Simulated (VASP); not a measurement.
# SrO (I4/mmm) in VASP: notebook

SrO is run at these levels: PBEsol; tasks: single point.

Program: VASP 6.6.1. These are calculated values, not measurements. Logs are shortened: lines on timing, memory, paths and dates and some standing lists are left out, and cuts for length are marked.

### Step 1. The cell of the first run

It takes space group I4/mmm (No. 139, tetragonal). Conventional cell: a = 3.695 Å, b = 3.695 Å, c = 5.061 Å, α = 90.00°, β = 90.00°, γ = 90.00°. Sr (site symmetry 4/mmm) has 6 O at 2.53 to 2.61 Å within 3.3 Å. Within 3.3 Å of O (site symmetry 4/mmm) lie 6 Sr at 2.53 to 2.61 Å.

### Step 2. Single point, PBEsol (in-plane strain +0.02)

INCAR reads:

```
ALGO = Normal ; EDIFF = 1E-7
ENCUT = 520 ; GGA = PS
ISIF = 2 ; ISMEAR = 0
LASPH = True ; LCHARG = True
LELF = True ; LREAL = False
LVHAR = True ; LWAVE = False
NBANDS = 15 ; NELM = 100
PREC = Accurate ; SIGMA = 0.01
```

KPOINTS reads:

```
k-points
0
Gamma
  8 8 8
```

POSCAR reads:

```
SrO
1.0
    2.6126727608      2.6126727608      0.0000000000
   -2.6126727608      2.6126727608      0.0000000000
    0.0000000000      2.6126727608      2.5307065566
Sr O
1 1
Direct
    0.5000000000      0.5000000000      0.0000000000
    0.0000000000      0.0000000000      0.0000000000
```

Potentials or basis: VASP PAW PBE potentials, release 64 (Sr_sv, O).

Started as:

```bash
$ cat potpaw_PBE.64/Sr_sv/POTCAR potpaw_PBE.64/O/POTCAR > POTCAR
$ mpirun -np 1 vasp_std > vasp.out
```

OUTCAR:

```text
EDIFF = 1E-7
   ENCUT = 520
   GGA = PS
   ISIF = 2
   ISMEAR = 0
   LASPH = True
   LREAL = False
   NELM = 100
   PREC = Accurate

 ion  position               nearest neighbor table
   1  0.500  0.500  0.000-   2 2.53   2 2.53   2 2.61   2 2.61   2 2.61   2 2.61
   2  0.000  0.000  0.000-   1 2.53   1 2.53   1 2.61   1 2.61   1 2.61   1 2.61

  LATTYP: Found a body centered tetragonal cell.
 ALAT       =     3.6948772524
 C/A-ratio  =     1.3698460781

  Lattice vectors:

 A1 = (   2.6126727608,   0.0000000000,  -2.5307065566)
 A2 = (  -2.6126727608,   0.0000000000,  -2.5307065566)
 A3 = (   0.0000000000,   2.6126727608,   2.5307065566)

Analysis of symmetry for initial positions (statically):
=====================================================================
 Subroutine PRICEL returns:
 Original cell was already a primitive cell.

 Routine SETGRP: Setting up the symmetry group for a
 body centered tetragonal supercell.

 Subroutine GETGRP returns: Found 16 space group operations
 (whereof 16 operations were pure point group operations)
 out of a pool of 16 trial point group operations.

The static configuration has the point symmetry D_4h.

Analysis of symmetry for dynamics (positions and initial velocities):
=====================================================================
 Subroutine PRICEL returns:
 Original cell was already a primitive cell.

 Routine SETGRP: Setting up the symmetry group for a
 body centered tetragonal supercell.

 Subroutine GETGRP returns: Found 16 space group operations
 (whereof 16 operations were pure point group operations)
 out of a pool of 16 trial point group operations.

The dynamic configuration has the point symmetry D_4h.

 Subroutine INISYM returns: Found 16 space group operations
 (whereof 16 operations are pure point group operations),
 and found     1 'primitive' translations

----------------------------------------------------------------------------------------

                                     Primitive cell

  volume of cell :      34.5495

  direct lattice vectors                    reciprocal lattice vectors
     2.612672761  2.612672761  0.000000000     0.191374904  0.191374904 -0.197573282
    -2.612672761  2.612672761  0.000000000    -0.191374904  0.191374904 -0.197573282
     0.000000000  2.612672761  2.530706557     0.000000000  0.000000000  0.395146564

  length of vectors
     3.694877252  3.694877252  3.637380188     0.335087914  0.335087914  0.395146564

  position of ions in fractional coordinates (direct lattice)
     0.500000000  0.500000000  0.000000000
     0.000000000  0.000000000  0.000000000

  ion indices of the primitive-cell ions
   primitive index   ion index
                 1           1
                 2           2

----------------------------------------------------------------------------------------

 KPOINTS: k-points

Automatic generation of k-mesh.
 Grid dimensions read from file:
 generate k-points for:    8    8    8

 Generating k-lattice:

  Cartesian coordinates                     Fractional coordinates (reciprocal lattice)
     0.023921863  0.023921863 -0.024696660     0.125000000  0.000000000  0.000000000
    -0.023921863  0.023921863 -0.024696660     0.000000000  0.125000000  0.000000000
     0.000000000  0.000000000  0.049393320     0.000000000  0.000000000  0.125000000

  Length of vectors
     0.041885989  0.041885989  0.049393320

  Shift w.r.t. Gamma in fractional coordinates (k-lattice)
     0.000000000  0.000000000  0.000000000

 Subroutine IBZKPT returns following result:
 ===========================================

 Found     59 irreducible k-points:

 Following reciprocal coordinates:
            Coordinates               Weight
  0.000000  0.000000  0.000000      1.000000
  0.125000  0.000000  0.000000      8.000000
  0.250000  0.000000  0.000000      8.000000
  0.375000  0.000000  0.000000      8.000000
  0.500000  0.000000  0.000000      4.000000
  0.125000  0.125000  0.000000      8.000000
[... 16 lines left out ...]
  0.250000  0.000000  0.125000      4.000000
  0.375000  0.000000  0.125000      8.000000
 [... further k-points ...]
   k-points           NKPTS =     59   k-points in BZ     NKDIM =     59   number of bands    NBANDS=     15
   number of dos      NEDOS =    301   number of ions     NIONS =      2
   total plane-waves  NPLWV =  21952
   dimension x,y,z NGX =    28 NGY =   28 NGZ =   28
   dimension x,y,z NGXF=    56 NGYF=   56 NGZF=   56
   ions per type =               1   1
   NGX,Y,Z   is equivalent  to a cutoff of  12.60, 12.60, 12.80 a.u.
   NGXF,Y,Z  is equivalent  to a cutoff of  25.20, 25.20, 25.59 a.u.
 SYSTEM =  unknown system
   PREC   = accura    normal or accurate (medium, high low for compatibility)
   ISTART =      0    job   : 0-new  1-cont  2-samecut
   ICHARG =      2    charge: 1-file 2-atom 10-const
   ISPIN  =      1    spin polarized calculation?
   LNONCOLLINEAR =      F non collinear calculations
   LSORBIT =      F    spin-orbit coupling
   LASPH  =      T    aspherical Exc in radial PAW
   ENCUT  =  520.0 eV  38.22 Ry    6.18 a.u.   6.87  6.87  6.76*2*pi/ulx,y,z
   NELM   =    100;   NELMIN=  2; NELMDL= -5     # of ELM steps
   EDIFF  = 0.1E-06   stopping-criterion for ELM
   LREAL  =      F    real-space projection
   EDIFFG = 0.1E-05   stopping-criterion for IOM
   NSW    =      0    number of steps for IOM
   IBRION =     -1    ionic relax: 0-MD 1-quasi-New 2-CG
   NFREE  =      0    steps in history (QN), initial steepest desc. (CG)
   ISIF   =      2    stress and relaxation
   ISYM   =      2    0-nonsym 1-usesym 2-fastsym
   POTIM  = 0.5000    time-step for ionic-motion
   TEBEG  =    0.0;   TEEND  =   0.0 temperature during run
   PSTRESS=    0.0 pullay stress
   NELECT =      16.0000    total number of electrons
   NUPDOWN=      -1.0000    fix difference up-down
   EMIN   =  10.00;   EMAX   =-10.00  energy-range for DOS
   EFERMI =   0.00;   METHOD = LEGACY
   ISMEAR =     0;   SIGMA  =   0.01  broadening in eV -4-tet -1-fermi 0-gaus
   EFERMI_NEDOS =   21; number of points for ismear=-14 and -15
   IALGO  =     38    algorithm
   IMIX   =      4    mixing-type and parameters
     AMIX     =   0.40;   BMIX     =  1.00
     AMIX_MAG =   1.60;   BMIX_MAG =  1.00
  volume/ion in A,a.u.               =      17.27       116.58
  Fermi-wavevector in a.u.,A,eV,Ry     =   1.266585  2.393498 21.826965  1.604237
  Thomas-Fermi vector in A             =   2.399778
   LORBIT       =      0    0 simple, 1 ext, 2 COOP (PROOUT), +10 PAW based schemes
   GGA     = PS    functional components
   LHFCALC =     F    Hartree Fock is set to
   AEXX    =    0.0000 exact exchange contribution
   IVDW    =     0    specifies the selected vdW correction
   LEPSILON=     F    determine dielectric tensor
   LRPA    =     F    only Hartree local field effects (RPA)
 non-spin polarized calculation
 Gauss-broadening in eV      SIGMA  =   0.01
  energy-cutoff  :      520.00
  volume of cell :       34.55
 maximum number of plane-waves:       950
   NGX = 13   NGY = 13   NGZ = 13

 number of electron      15.9999999 magnetization

 Free energy of the ion-electron system (eV)
  ---------------------------------------------------
  ext. energy  EPLUGINS =         0.00000000
  ---------------------------------------------------
  free energy    TOTEN  =       -12.62669251 eV

  energy without entropy =      -12.62669251  energy(sigma->0) =      -12.62669251

 E-fermi :   1.6331     XC(G=0): -10.1970

 val. band max:        1.4924769301   @ k =   0.0000   0.0000   0.0000
 cond. band min:       4.5041399477   @ k =   0.0000   0.0000   0.5000
 fundamental gap:      3.0116630176
 Fermi energy:         1.6330812569

 k-point     1 :       0.0000    0.0000    0.0000
  band No.  band energies     occupation
      1     -30.8769      2.00000
      2     -13.5667      2.00000
      3     -12.5532      2.00000
      4     -12.5532      2.00000
      5     -12.5371      2.00000
      6       1.3749      2.00000
      7       1.3749      2.00000
      8       1.4925      2.00000
      9       5.0989      0.00000
     10       7.4667      0.00000
     11       7.4667      0.00000
     12       7.7074      0.00000
     13       9.4869      0.00000
     14       9.9482      0.00000
     15      13.8295      0.00000

 k-point     2 :       0.1250    0.0000    0.0000
  band No.  band energies     occupation
      1     -30.8578      2.00000
      2     -13.9366      2.00000
      3     -12.5692      2.00000
      4     -12.5530      2.00000
      5     -12.2218      2.00000
      6       0.9414      2.00000
      7       1.1864      2.00000
      8       1.2576      2.00000
      9       5.8019      0.00000
     10       7.3738      0.00000
     11       7.7819      0.00000
     12       7.9305      0.00000
     13       9.8813      0.00000
     14      10.3594      0.00000
     15      14.8318      0.00000

 k-point     3 :       0.2500    0.0000    0.0000
  band No.  band energies     occupation
      1     -30.8113      2.00000
      2     -14.5044      2.00000
      3     -12.6073      2.00000
      4     -12.5738      2.00000
      5     -11.7645      2.00000
      6       0.1132      2.00000
      7       0.7797      2.00000
      8       0.8144      2.00000
      9       7.2308      0.00000
     10       7.4004      0.00000
     11       8.6335      0.00000
     12       8.7190      0.00000
     13      10.8767      0.00000
     14      11.3766      0.00000
     15      16.8253      0.00000
[... 343 lines left out ...]
 k-point    23 :       0.2500    0.0000    0.1250
  band No.  band energies     occupation
      1     -30.8310      2.00000
      2     -14.2005      2.00000
      3     -12.6539      2.00000
      4     -12.5669      2.00000
      5     -12.0053      2.00000
      6       0.3824      2.00000
      7       0.8528      2.00000
      8       1.3481      2.00000
      9       6.6731      0.00000
     10       7.0573      0.00000
     11       8.0058      0.00000
     12       8.8483      0.00000
     13      10.5718      0.00000
     14      10.6566      0.00000
     15      16.1213      0.00000

 k-point    24 :       0.3750    0.0000    0.1250
  band No.  band energies     occupation
      1     -30.7847      2.00000
      2     -14.5923      2.00000
      3     -12.7334      2.00000
      4     -12.6058      2.00000
      5     -11.7320      2.00000
      6      -0.1666      2.00000
      7       0.5172      2.00000
      8       1.0433      2.00000
      9       7.1803      0.00000
     10       7.9093      0.00000
     11       8.7953      0.00000
     12       9.7680      0.00000
     13      11.6029      0.00000
     14      11.6636      0.00000
     15      17.0845      0.00000

 [... further k-points ...]
[... 5 lines left out ...]
  --------------------------------------------------------------------------------------
  -------------------------------------------------------------------------------------
  Total       -0.6572144     -0.6572144      0.2317026      0.0000000     -0.0000000      0.0000000
  in kB      -30.4772526    -30.4772526     10.7448349      0.0000000     -0.0000000      0.0000000
  external PRESSURE =     -16.7365568 kB  Pullay stress =       0.0000000 kB

 VOLUME and BASIS-vectors are now :
 -----------------------------------------------------------------------------
  energy-cutoff  :      520.00
  volume of cell :       34.55
      direct lattice vectors                 reciprocal lattice vectors
     2.612672761  2.612672761  0.000000000     0.191374904  0.191374904 -0.197573282
    -2.612672761  2.612672761  0.000000000    -0.191374904  0.191374904 -0.197573282
     0.000000000  2.612672761  2.530706557     0.000000000  0.000000000  0.395146564

 POSITION                                       TOTAL-FORCE (eV/Angst)
 -----------------------------------------------------------------------------------
      0.00000      2.61267      0.00000         0.000000      0.000000      0.000000
      0.00000      0.00000      0.00000         0.000000     -0.000000      0.000000
 -----------------------------------------------------------------------------------
    total drift:                               -0.000000      0.000000     -0.000000

  FREE ENERGIE OF THE ION-ELECTRON SYSTEM (eV)
  ---------------------------------------------------
  free  energy   TOTEN  =       -12.6266925113 eV

  energy  without entropy=      -12.6266925113  energy(sigma->0) =      -12.62669251
```

Wall time 18 s (1 thread of AMD EPYC 9R45 (Zen 5), shared host); peak memory 0.15 GiB.

What came out:

```yaml
Free_energy: -12.6267 eV
Pressure: -1.7 GPa
Band_gap_on_the_k_mesh: 3.01 eV, indirect (least direct gap 3.21 eV)
```

Caveat: the cell differs from its parent crystal (in-plane strain +0.02); the PAW data sets were made with another functional, which shifts forces and pressure a little. A k mesh can miss the band edges.

### Step 3. Single point, PBEsol (in-plane strain +0.02, then relaxed in part)

INCAR reads:

```
SYSTEM = SrO
PREC = Accurate ; ENCUT = 520
EDIFF = 1E-6 ; ISMEAR = 0
SIGMA = 0.01 ; LREAL = .False.
LASPH = .True. ; NELM = 80
ALGO = Normal ; ISIF = 2
LWAVE = .False. ; LCHARG = .True.
GGA = PS ; LELF = .True.
LVHAR = .True. ; NBANDS = 15
```

KPOINTS reads:

```
Automatic mesh
0
Gamma
  8 8 8
  0 0 0
```

Edit POSCAR of step 2 so:

```diff
@@ -4,3 +4,3 @@
    -2.6126727608      2.6126727608      0.0000000000
-    0.0000000000      2.6126727608      2.5307065566
+    0.0000000000      2.6126727608      2.5349326046
 Sr O
```

Potentials or basis: VASP PAW PBE potentials, release 64 (Sr_sv, O).

Started as:

```bash
$ cat potpaw_PBE.64/Sr_sv/POTCAR potpaw_PBE.64/O/POTCAR > POTCAR
$ mpirun -np 1 vasp_std > vasp.out
```

Wall time 13 s (1 thread of AMD EPYC 9R45 (Zen 5), shared host); peak memory 0.15 GiB.

The run converged. Its results:

| Quantity | Value |
| --- | --- |
| Free energy | -12.6271 eV |
| Pressure | -1.8 GPa |
| Band gap on the k mesh | 3.02 eV, indirect (least direct gap 3.22 eV) |

Stress tensor (GPa, compression positive):
```
-3.12  0.00  0.00
 0.00 -3.12  0.00
 0.00  0.00  0.73
```

Levels at points of the mesh, in eV from the valence-band top:
```
           k point  band 5  band 6  band 7  band 8  band 9  band 10  band 11  band 12
(0.00, 0.00, 0.00)  -14.03   -0.11   -0.11    0.00    3.60     5.98     5.98     6.21
(0.50, 0.00, 0.00)  -12.84   -2.27   -1.20   -1.20    6.33     8.06     8.64     8.71
(0.50, 0.50, 0.00)  -14.36   -0.60   -0.22   -0.08    3.13     7.53     9.93    10.03
(0.00, 0.00, 0.50)  -14.44   -0.41   -0.22   -0.22    3.02     7.57     9.99    10.06
```

Caveat: the cell differs from its parent crystal (in-plane strain +0.02, then relaxed in part); the PAW data sets were made with another functional, which shifts forces and pressure a little.

### Step 4. Single point, PBEsol, non-collinear spin, zero start, spin-orbit coupling (film at in-plane strain +0.01)

INCAR reads:

```
PREC = Accurate
ENCUT = 520
EDIFF = 1E-6
ISMEAR = 0
SIGMA = 0.01
LREAL = F
LASPH = T
NELM = 150
ALGO = Normal
ISIF = 2
LWAVE = F
LCHARG = F
MAGMOM = 0 0 0 0 0 0
LORBIT = 11
LSORBIT = T
GGA_COMPAT = F
LORBMOM = T
GGA = PS
NBANDS = 28
```

KPOINTS reads:

```
regular mesh
0
Gamma
  8 8 8
```

POSCAR reads:

```
SrO
1.0
    2.5870583220      2.5870583220      0.0000000000
   -2.5870583220      2.5870583220      0.0000000000
    0.0000000000      2.5870583220      2.5481594380
Sr O
1 1
Direct
    0.5000000000      0.5000000000      0.0000000000
    0.0000000000      0.0000000000      0.0000000000
```

Started as:

```bash
$ cat potpaw_PBE.64/Sr_sv/POTCAR potpaw_PBE.64/O/POTCAR > POTCAR
$ mpirun -np 1 vasp_ncl > vasp.out
```

Run time: 2.3 min. Hardware: 1 thread of Intel Xeon 6975P-C, shared host; peak memory 0.29 GiB.

The run converged. Its results:

```yaml
Free_energy: -12.7251 eV
Pressure: -0.7 GPa
Net_moment: 0.00 μB per cell
Valence_electrons_inside_the_program's_atomic_spheres: Sr 8.08; O 4.95
```

Stress tensor (GPa, compression positive):
```
-1.41  0.00  0.00
 0.00 -1.41  0.00
 0.00  0.00  0.63
```

Moments on the atoms (μB; x, y, z):
```
Sr  0.00 0.00 0.00
O   0.00 0.00 0.00
```

Caveat: the cell differs from its parent crystal (film at in-plane strain +0.01); the PAW data sets were made with another functional, which shifts forces and pressure a little.

### Step 5. Single point, PBEsol, non-collinear spin, zero start, spin-orbit coupling (film at in-plane strain +0.02)

INCAR reads:

```
SYSTEM = SrO
  PREC = Accurate
  ENCUT = 520
  EDIFF = 1E-6
  ISMEAR = 0
  SIGMA = 0.01
  LREAL = .FALSE.
  LASPH = .TRUE.
  NELM = 150
  ALGO = Normal
  ISIF = 2
  LWAVE = .FALSE.
  LCHARG = .TRUE.
  MAGMOM = 0 0 0 0 0 0
  LORBIT = 11
  LSORBIT = .TRUE.
  GGA_COMPAT = .FALSE.
  LORBMOM = .TRUE.
  GGA = PS
  LVHAR = .TRUE.
  NBANDS = 28
```

KPOINTS reads:

```
Automatic mesh
0
G
  8 8 8
  0 0 0
```

POSCAR reads:

```
SrO
1.0
    2.6126727608      2.6126727608      0.0000000000
   -2.6126727608      2.6126727608      0.0000000000
    0.0000000000      2.6126727608      2.5349326046
Sr O
1 1
Direct
    0.5000000000      0.5000000000      0.0000000000
    0.0000000000      0.0000000000      0.0000000000
```

Started as:

```bash
$ cat potpaw_PBE.64/Sr_sv/POTCAR potpaw_PBE.64/O/POTCAR > POTCAR
$ mpirun -np 1 vasp_ncl > vasp.out
```

It took 2.3 min on 1 thread of Intel Xeon 6975P-C, shared host; peak memory 0.29 GiB.

Results (log left out):

```
Free energy                                           : -12.7151 eV
Pressure                                              : -1.9 GPa
Net moment                                            : 0.00 μB per cell
Valence electrons inside the program's atomic spheres : Sr 8.07; O 4.94
```

Stress tensor (GPa, compression positive):
```
-3.14  0.00  0.00
 0.00 -3.14  0.00
 0.00  0.00  0.72
```

Moments on the atoms (μB; x, y, z):
```
Sr  0.00 0.00 0.00
O   0.00 0.00 0.00
```

Caveat: the cell differs from its parent crystal (film at in-plane strain +0.02); the PAW data sets were made with another functional, which shifts forces and pressure a little.

### Step 6. Overview

```tsv
spin	cell	gap on the mesh (eV)	pressure (GPa)	moment (μB)
off	a = 3.695, b = 3.695, c = 3.637 Å, angles 59.5, 59.5, 90.0°, 2 atoms	3.01	-1.7	-
off	a = 3.695, b = 3.695, c = 3.640 Å, angles 59.5, 59.5, 90.0°, 2 atoms	3.02	-1.8	-
non-collinear, zero start, SOC	a = 3.659, b = 3.659, c = 3.631 Å, angles 59.8, 59.8, 90.0°, 2 atoms	-	-0.7	0.00
non-collinear, zero start, SOC	a = 3.695, b = 3.695, c = 3.640 Å, angles 59.5, 59.5, 90.0°, 2 atoms	-	-1.9	0.00
```

Alike in all rows: task single point; level PBEsol; potentials or basis VASP PAW PBE potentials, release 64 (Sr_sv, O); k mesh 8 × 8 × 8; cutoff (eV) 520; smearing gaussian 0.01 eV.

Caveats: the PAW data sets were made with another functional, which shifts forces and pressure a little.

Absolute energies hang on the potentials; compare differences alone.
